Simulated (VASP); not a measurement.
# Sn3As (Fm-3m) in VASP: a series of runs

The runs below take Sn3As through single point, relaxation of cell and atoms, with PBE.

Everything below comes from runs of VASP 6.6.1. Logs are shortened: lines on timing, memory, paths and dates and some standing lists are left out, and cuts for length are marked.

### 1 The cell of the first run

Symmetry: Fm-3m, No. 225, cubic system. The conventional cell has a = 7.333 Å, b = 7.333 Å, c = 7.333 Å, α = 90.00°, β = 90.00°, γ = 90.00°. Within 4.2 Å of Sn (site symmetry -43m) lie 4 As at 3.18 Å and 10 Sn at 3.18 to 3.67 Å. Sn (site symmetry m-3m) has 8 Sn at 3.18 Å and 6 As at 3.67 Å within 4.2 Å. Within 4.2 Å of As (site symmetry m-3m) lie 14 Sn at 3.18 to 3.67 Å.

### 2 Single point, PBE

INCAR

```
PREC = Accurate ; ENCUT = 520
EDIFF = 1E-7 ; ISMEAR = 0
SIGMA = 0.1 ; LREAL = False
LASPH = True ; NELM = 80
ALGO = Normal ; ISIF = 2
LWAVE = False ; LCHARG = True
GGA = PE ; LELF = True
LVHAR = True ; NBANDS = 32
```

KPOINTS

```
Automatic mesh
0
Gamma
  4 4 4
```

POSCAR

```
Sn3As
1.0
    0.0000000000      3.6665958426      3.6665958426
    3.6665958426      0.0000000000      3.6665958426
    3.6665958426      3.6665958426      0.0000000000
Sn As
3 1
Direct
    0.7500000000      0.7500000000      0.7500000000
    0.5000000000      0.5000000000      0.5000000000
    0.2500000000      0.2500000000      0.2500000000
    0.0000000000      0.0000000000      0.0000000000
```

Potentials or basis: VASP PAW PBE potentials, release 64 (Sn_d, As).

Launch:

```console
$ cat potpaw_PBE.64/Sn_d/POTCAR potpaw_PBE.64/As/POTCAR > POTCAR
$ mpirun -np 1 vasp_std > vasp.out
```

OUTCAR:

```text
PREC = Accurate
   ENCUT = 520
   EDIFF = 1E-7
   ISMEAR = 0
   LREAL = False
   LASPH = True
   NELM = 80
   ISIF = 2
   GGA = PE

 ion  position               nearest neighbor table
   1  0.750  0.750  0.750-   2 3.18   2 3.18   2 3.18   2 3.18   4 3.18   4 3.18   4 3.18   4 3.18
                             3 3.67   3 3.67   3 3.67   3 3.67   3 3.67   3 3.67
   2  0.500  0.500  0.500-   3 3.18   3 3.18   3 3.18   1 3.18   3 3.18   1 3.18   1 3.18   1 3.18

   3  0.250  0.250  0.250-   4 3.18   4 3.18   4 3.18   2 3.18   4 3.18   2 3.18   2 3.18   2 3.18
                             1 3.67   1 3.67   1 3.67   1 3.67   1 3.67   1 3.67
   4  0.000  0.000  0.000-   1 3.18   1 3.18   1 3.18   1 3.18   3 3.18   3 3.18   3 3.18   3 3.18

  LATTYP: Found a face centered cubic cell.
 ALAT       =     7.3331916852

  Lattice vectors:

 A1 = (   0.0000000000,   3.6665958426,   3.6665958426)
 A2 = (   3.6665958426,   0.0000000000,   3.6665958426)
 A3 = (   3.6665958426,   3.6665958426,   0.0000000000)

Analysis of symmetry for initial positions (statically):
=====================================================================
 Subroutine PRICEL returns:
 Original cell was already a primitive cell.

 Routine SETGRP: Setting up the symmetry group for a
 face centered cubic supercell.

 Subroutine GETGRP returns: Found 48 space group operations
 (whereof 48 operations were pure point group operations)
 out of a pool of 48 trial point group operations.

The static configuration has the point symmetry O_h .

Analysis of symmetry for dynamics (positions and initial velocities):
=====================================================================
 Subroutine PRICEL returns:
 Original cell was already a primitive cell.

 Routine SETGRP: Setting up the symmetry group for a
 face centered cubic supercell.

 Subroutine GETGRP returns: Found 48 space group operations
 (whereof 48 operations were pure point group operations)
 out of a pool of 48 trial point group operations.

The dynamic configuration has the point symmetry O_h .

 Subroutine INISYM returns: Found 48 space group operations
 (whereof 48 operations are pure point group operations),
 and found     1 'primitive' translations

----------------------------------------------------------------------------------------

                                     Primitive cell

  volume of cell :      98.5869

  direct lattice vectors                    reciprocal lattice vectors
     0.000000000  3.666595843  3.666595843    -0.136366270  0.136366270  0.136366270
     3.666595843  0.000000000  3.666595843     0.136366270 -0.136366270  0.136366270
     3.666595843  3.666595843  0.000000000     0.136366270  0.136366270 -0.136366270

  length of vectors
     5.185349568  5.185349568  5.185349568     0.236193309  0.236193309  0.236193309

  position of ions in fractional coordinates (direct lattice)
     0.750000000  0.750000000  0.750000000
     0.500000000  0.500000000  0.500000000
     0.250000000  0.250000000  0.250000000
     0.000000000  0.000000000  0.000000000

  ion indices of the primitive-cell ions
   primitive index   ion index
                 1           1
                 2           2
                 3           3
                 4           4

----------------------------------------------------------------------------------------

 KPOINTS: Automatic mesh

Automatic generation of k-mesh.
 Grid dimensions read from file:
 generate k-points for:    4    4    4

 Generating k-lattice:

  Cartesian coordinates                     Fractional coordinates (reciprocal lattice)
    -0.034091568  0.034091568  0.034091568     0.250000000  0.000000000  0.000000000
     0.034091568 -0.034091568  0.034091568     0.000000000  0.250000000  0.000000000
     0.034091568  0.034091568 -0.034091568     0.000000000  0.000000000  0.250000000

  Length of vectors
     0.059048327  0.059048327  0.059048327

  Shift w.r.t. Gamma in fractional coordinates (k-lattice)
     0.000000000  0.000000000  0.000000000

 Subroutine IBZKPT returns following result:
 ===========================================

 Found      8 irreducible k-points:

 Following reciprocal coordinates:
            Coordinates               Weight
  0.000000  0.000000  0.000000      1.000000
  0.250000  0.000000  0.000000      8.000000
  0.500000  0.000000  0.000000      4.000000
  0.250000  0.250000  0.000000      6.000000
  0.500000  0.250000  0.000000     24.000000
 -0.250000  0.250000  0.000000     12.000000
  0.500000  0.500000  0.000000      3.000000
 -0.250000  0.500000  0.250000      6.000000
   k-points           NKPTS =      8   k-points in BZ     NKDIM =      8   number of bands    NBANDS=     32
   number of dos      NEDOS =    301   number of ions     NIONS =      4
   total plane-waves  NPLWV =  64000
   dimension x,y,z NGX =    40 NGY =   40 NGZ =   40
   dimension x,y,z NGXF=    80 NGYF=   80 NGZF=   80
   ions per type =               3   1
   NGX,Y,Z   is equivalent  to a cutoff of  12.82, 12.82, 12.82 a.u.
   NGXF,Y,Z  is equivalent  to a cutoff of  25.65, 25.65, 25.65 a.u.
 SYSTEM =  unknown system
   PREC   = accura    normal or accurate (medium, high low for compatibility)
   ISTART =      0    job   : 0-new  1-cont  2-samecut
   ICHARG =      2    charge: 1-file 2-atom 10-const
   ISPIN  =      1    spin polarized calculation?
   LNONCOLLINEAR =      F non collinear calculations
   LSORBIT =      F    spin-orbit coupling
   LASPH  =      T    aspherical Exc in radial PAW
   ENCUT  =  520.0 eV  38.22 Ry    6.18 a.u.   9.64  9.64  9.64*2*pi/ulx,y,z
   NELM   =     80;   NELMIN=  2; NELMDL= -5     # of ELM steps
   EDIFF  = 0.1E-06   stopping-criterion for ELM
   LREAL  =      F    real-space projection
   EDIFFG = 0.1E-05   stopping-criterion for IOM
   NSW    =      0    number of steps for IOM
   IBRION =     -1    ionic relax: 0-MD 1-quasi-New 2-CG
   NFREE  =      0    steps in history (QN), initial steepest desc. (CG)
   ISIF   =      2    stress and relaxation
   ISYM   =      2    0-nonsym 1-usesym 2-fastsym
   POTIM  = 0.5000    time-step for ionic-motion
   TEBEG  =    0.0;   TEEND  =   0.0 temperature during run
   PSTRESS=    0.0 pullay stress
   NELECT =      47.0000    total number of electrons
   NUPDOWN=      -1.0000    fix difference up-down
   EMIN   =  10.00;   EMAX   =-10.00  energy-range for DOS
   EFERMI =   0.00;   METHOD = LEGACY
   ISMEAR =     0;   SIGMA  =   0.10  broadening in eV -4-tet -1-fermi 0-gaus
   EFERMI_NEDOS =   21; number of points for ismear=-14 and -15
   IALGO  =     38    algorithm
   IMIX   =      4    mixing-type and parameters
     AMIX     =   0.40;   BMIX     =  1.00
     AMIX_MAG =   1.60;   BMIX_MAG =  1.00
  volume/ion in A,a.u.               =      24.65       166.32
  Fermi-wavevector in a.u.,A,eV,Ry     =   1.278894  2.416758 22.253265  1.635569
  Thomas-Fermi vector in A             =   2.411410
   LORBIT       =      0    0 simple, 1 ext, 2 COOP (PROOUT), +10 PAW based schemes
   GGA     = PE    functional components
   LHFCALC =     F    Hartree Fock is set to
   AEXX    =    0.0000 exact exchange contribution
   IVDW    =     0    specifies the selected vdW correction
   LEPSILON=     F    determine dielectric tensor
   LRPA    =     F    only Hartree local field effects (RPA)
 non-spin polarized calculation
 Gauss-broadening in eV      SIGMA  =   0.10
  energy-cutoff  :      520.00
  volume of cell :       98.59
 maximum number of plane-waves:      2685
 NGX is ok and might be reduce to    40
   NGX = 19   NGY = 19   NGZ = 19

 number of electron      46.9999984 magnetization

 Free energy of the ion-electron system (eV)
  ---------------------------------------------------
  ext. energy  EPLUGINS =         0.00000000
  ---------------------------------------------------
  free energy    TOTEN  =       -15.54603745 eV

  energy without entropy =      -15.53238660  energy(sigma->0) =      -15.53921202

 E-fermi :   8.1453     XC(G=0): -10.5469

 val. band max:        8.0880882709   @ k =   0.5000   0.0000   0.0000
 cond. band min:       8.1954882063   @ k =   0.2500   0.0000   0.0000
 fundamental gap:      0.1073999354
 Fermi energy:         8.1452762120

 k-point     1 :       0.0000    0.0000    0.0000
  band No.  band energies     occupation
      1     -13.7089      2.00000
      2     -13.7089      2.00000
      3     -13.7089      2.00000
      4     -13.7030      2.00000
      5     -13.7030      2.00000
      6     -13.6096      2.00000
[... 24 lines left out ...]
     31      15.5055      0.00000
     32      15.5055      0.00000

 k-point     2 :       0.2500    0.0000    0.0000
  band No.  band energies     occupation
      1     -13.7227      2.00000
      2     -13.7227      2.00000
      3     -13.7128      2.00000
      4     -13.6829      2.00000
      5     -13.6829      2.00000
      6     -13.5974      2.00000
[... 24 lines left out ...]
     31      13.5705      0.00000
     32      14.3170      0.00000

 k-point     3 :       0.5000    0.0000    0.0000
  band No.  band energies     occupation
      1     -13.7347      2.00000
      2     -13.7347      2.00000
      3     -13.7024      2.00000
      4     -13.6545      2.00000
      5     -13.6545      2.00000
      6     -13.5874      2.00000
[... 24 lines left out ...]
     31      14.0816      0.00000
     32      17.4045      0.00000

 k-point     4 :       0.2500    0.2500    0.0000
  band No.  band energies     occupation
      1     -13.7316      2.00000
      2     -13.7316      2.00000
      3     -13.6940      2.00000
      4     -13.6818      2.00000
      5     -13.6798      2.00000
      6     -13.6085      2.00000
[... 24 lines left out ...]
     31      13.4339      0.00000
     32      13.4339      0.00000

 k-point     5 :       0.5000    0.2500    0.0000
  band No.  band energies     occupation
      1     -13.7386      2.00000
      2     -13.7308      2.00000
      3     -13.7037      2.00000
      4     -13.6648      2.00000
      5     -13.6503      2.00000
      6     -13.5966      2.00000
[... 24 lines left out ...]
     31      13.7187      0.00000
     32      14.9072      0.00000

 k-point     6 :      -0.2500    0.2500    0.0000
  band No.  band energies     occupation
      1     -13.7300      2.00000
      2     -13.7298      2.00000
      3     -13.7126      2.00000
      4     -13.6648      2.00000
      5     -13.6607      2.00000
      6     -13.5936      2.00000
[... 24 lines left out ...]
     31      14.1958      0.00000
     32      15.5277      0.00000

 k-point     7 :       0.5000    0.5000    0.0000
  band No.  band energies     occupation
      1     -13.7424      2.00000
      2     -13.7424      2.00000
      3     -13.6834      2.00000
      4     -13.6767      2.00000
      5     -13.6253      2.00000
      6     -13.6248      2.00000
[... 24 lines left out ...]
     31      13.5233      0.00000
     32      14.0137      0.00000

 k-point     8 :      -0.2500    0.5000    0.2500
  band No.  band energies     occupation
      1     -13.7390      2.00000
      2     -13.7186      2.00000
      3     -13.7186      2.00000
      4     -13.6628      2.00000
      5     -13.6426      2.00000
      6     -13.6017      2.00000
[... 24 lines left out ...]
     31      12.7143      0.00000
     32      16.1574      0.00000

------------------------ aborting loop because EDIFF is reached ----------------------------------------

  FORCE on cell =-STRESS in cart. coord.  units (eV):
  Direction    XX          YY          ZZ          XY          YZ          ZX
  --------------------------------------------------------------------------------------
  -------------------------------------------------------------------------------------
  Total        0.0412123      0.0412123      0.0412123      0.0000000      0.0000000     -0.0000000
  in kB        0.6697579      0.6697579      0.6697579      0.0000000      0.0000000     -0.0000000
  external PRESSURE =       0.6697579 kB  Pullay stress =       0.0000000 kB

 VOLUME and BASIS-vectors are now :
 -----------------------------------------------------------------------------
  energy-cutoff  :      520.00
  volume of cell :       98.59
      direct lattice vectors                 reciprocal lattice vectors
     0.000000000  3.666595843  3.666595843    -0.136366270  0.136366270  0.136366270
     3.666595843  0.000000000  3.666595843     0.136366270 -0.136366270  0.136366270
     3.666595843  3.666595843  0.000000000     0.136366270  0.136366270 -0.136366270

 POSITION                                       TOTAL-FORCE (eV/Angst)
 -----------------------------------------------------------------------------------
      5.49989      5.49989      5.49989         0.000000      0.000000      0.000000
      3.66660      3.66660      3.66660        -0.000000     -0.000000     -0.000000
      1.83330      1.83330      1.83330        -0.000000     -0.000000     -0.000000
      0.00000      0.00000      0.00000        -0.000000     -0.000000     -0.000000
 -----------------------------------------------------------------------------------
    total drift:                               -0.000000     -0.000000      0.000000

  FREE ENERGIE OF THE ION-ELECTRON SYSTEM (eV)
  ---------------------------------------------------
  free  energy   TOTEN  =       -15.5460374529 eV

  energy  without entropy=      -15.5323865969  energy(sigma->0) =      -15.53921202
```

Wall time 25 s (1 thread of Oxide Virtual Turin-like, shared host); peak memory 0.2 GiB.

Results:

* Free energy: -15.5460 eV
* Pressure: 0.1 GPa

Caveat: the k points lie up to 0.37 Å⁻¹ apart; spin-orbit coupling is left out, which moves the levels of the heavy elements.

### 3 Single point, PBE

This run uses another cell than the first one, of 30.78 Å³/atom, 1.249 times its volume.

INCAR

```
PREC = Accurate
ENCUT = 520
EDIFF = 1E-7
ISMEAR = 0
SIGMA = 0.1
LREAL = F
LASPH = T
NELM = 80
ALGO = Fast
ISIF = 2
LWAVE = F
LCHARG = T
GGA = PE
LELF = T
LVHAR = T
NBANDS = 32
```

KPOINTS

```
regular mesh
0
Gamma
  4 4 4
```

POSCAR

```
Sn3As
1.0
    0.0000000000      3.9484394600      3.9484394600
    3.9484394600      0.0000000000      3.9484394600
    3.9484394600      3.9484394600      0.0000000000
Sn As
3 1
Direct
    0.7500000000      0.7500000000      0.7500000000
    0.5000000000      0.5000000000      0.5000000000
    0.2500000000      0.2500000000      0.2500000000
    0.0000000000      0.0000000000      0.0000000000
```

Potentials or basis: VASP PAW PBE potentials, release 64 (Sn_d, As).

Launch:

```console
$ cat potpaw_PBE.64/Sn_d/POTCAR potpaw_PBE.64/As/POTCAR > POTCAR
$ mpirun -np 1 vasp_std > vasp.out
```

Wall time 44 s (1 thread of Oxide Virtual Turin-like, shared host); peak memory 0.22 GiB.

Results (log left out):

```yaml
Free_energy: -14.8614 eV
Pressure: -7.1 GPa
```

Levels at points of the mesh, in eV from the Fermi level:
```
           k point  band 21  band 22  band 23  band 24  band 25  band 26  band 27  band 28
(0.00, 0.00, 0.00)    -1.88    -1.88    -1.18    -1.18    -1.18    -0.61    -0.61    -0.61
(0.50, 0.00, 0.00)    -2.45    -1.97    -1.97    -0.41    -0.06     2.06     2.06     2.98
(0.50, 0.50, 0.00)    -3.98     0.25     0.58     0.90     0.90     2.17     2.17     2.35
```

Caveat: spin-orbit coupling is left out, which moves the levels of the heavy elements.

### 4 Relaxation of cell and atoms, PBE

This run uses another cell than the first one, of 30.78 Å³/atom, 1.249 times its volume.

INCAR

```
SYSTEM = Sn3As
PREC = Accurate
ENCUT = 600
EDIFF = 1E-6
ISMEAR = 0
SIGMA = 0.1
LREAL = .False.
LASPH = .True.
NELM = 60
ALGO = Normal
ISIF = 3
LWAVE = .False.
LCHARG = .False.
GGA = PE
IBRION = 2
NSW = 90
EDIFFG = -0.04
```

KPOINTS

```
Automatic mesh
0
Gamma
  4 4 4
  0 0 0
```

POSCAR is that of step 3.

Launch:

```console
$ cat potpaw_PBE.64/Sn_d/POTCAR potpaw_PBE.64/As/POTCAR > POTCAR
$ mpirun -np 1 vasp_std > vasp.out
```

Run time: 86 s. Hardware: 1 thread of Oxide Virtual Turin-like, shared host; peak memory 0.3 GiB.

Results (log left out):

- Free energy: -15.5470 eV
- Relaxed volume: 24.73 Å³/atom
- Relaxed cell: a = 5.191 Å, b = 5.191 Å, c = 5.191 Å, α = 60.00°, β = 60.00°, γ = 60.00°
- Space group after relaxing (to 0.05 Å): Fm-3m (No. 225)
- Energy gained by relaxing: 171.4 meV/atom
- Ionic steps: 3
- Pressure after relaxing: -0.1 GPa

The path:
| step | energy change (eV) | largest force (eV/Å) | pressure (GPa) | volume (Å³) |
| --- | --- | --- | --- | --- |
| 1 | 0.0000 | 0.0000 | -7.05 | 123.11 |
| 2 | -0.6804 | 0.0000 | -0.94 | 100.52 |
| 3 | -0.6855 | 0.0000 | -0.08 | 98.94 |

Final structure:
```yaml
crystal:
  lattice:
    - [0.00000, 3.67093, 3.67093]
    - [3.67093, 0.00000, 3.67093]
    - [3.67093, 3.67093, 0.00000]
  atoms:
    - { symbol: Sn, position: [0.75000, 0.75000, 0.75000] }
    - { symbol: Sn, position: [0.50000, 0.50000, 0.50000] }
    - { symbol: Sn, position: [0.25000, 0.25000, 0.25000] }
    - { symbol: As, position: [0.00000, 0.00000, 0.00000] }
```

Levels at points of the mesh, in eV from the Fermi level:
```csv
k point,band 22,band 23,band 24,band 25,band 26,band 27
"(0.00, 0.00, 0.00)",-2.52,-1.70,-1.70,-1.70,-0.87,-0.87
"(0.50, 0.00, 0.00)",-2.63,-2.63,-0.07,0.40,2.42,2.42
"(0.50, 0.50, 0.00)",0.78,1.11,1.11,1.28,2.59,2.59
```

Caveat: the volume moved by over 15 % at a fixed basis, so the end points are rough; the bands computed are all filled at some k points, so no gap is given; spin-orbit coupling is left out, which moves the levels of the heavy elements.

### 5 Summary

```tsv
task	cell	cutoff (eV)	gap on the mesh (eV)	pressure (GPa)
single point	a = 5.185 Å, angles 60.0°, 4 atoms	520	none	0.1
single point	a = 5.584 Å, angles 60.0°, 4 atoms	520	none	-7.1
relaxation of cell and atoms	relaxed from a = 5.584 Å, angles 60.0°, 4 atoms	600	-	-0.1
```

Alike in all rows: level PBE; potentials or basis VASP PAW PBE potentials, release 64 (Sn_d, As); no spin polarisation; k mesh 4 × 4 × 4; smearing gaussian 0.1 eV.

Caveats: some runs use coarse meshes; spin-orbit coupling is left out, which moves the levels of the heavy elements; the volume moved by over 15 % at a fixed basis, so the end points are rough (some runs); the bands computed are all filled at some k points, so no gap is given (some runs).

Total energies depend on the potentials used, so only differences within one code and one set of settings carry meaning.
